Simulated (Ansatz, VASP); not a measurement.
# Ge: VASP beside Ansatz

```
Ge
1.0
     0.00000    2.82853    2.82853
     2.82853    0.00000    2.82853
     2.82853    2.82853    0.00000
Ge
2
Direct
  0.87500 0.87500 0.87500
  0.12500 0.12500 0.12500
```

Alike in both runs: task relaxation of cell and atoms; functional LDA; k mesh 10 × 10 × 10; occupations fermi-dirac, width 0.02 eV; no spin polarisation.

```csv
,VASP,Ansatz
version,VASP 6.6.1,Ansatz 0.2.0
potentials or method,"VASP PAW LDA potentials, release 64 (Ge_d)","PAW with Ansatz's default frozen-core files, scalar-relativistic"
plane-wave cutoff (eV),600,420
valence electrons in the cell,28,28
```

Ansatz gave:

```
relaxed volume (Å³/atom)                                     : 22.21
relaxed cell length with the largest relative difference (Å) : 3.975
```

Problem. Which values does VASP return?

Solution. Relaxed volume (Å³/atom): 22.25; relaxed cell length with the largest relative difference (Å): 3.978.

LDA's correlation is that of Perdew and Zunger in VASP and of Perdew and Wang (1992) in Ansatz.
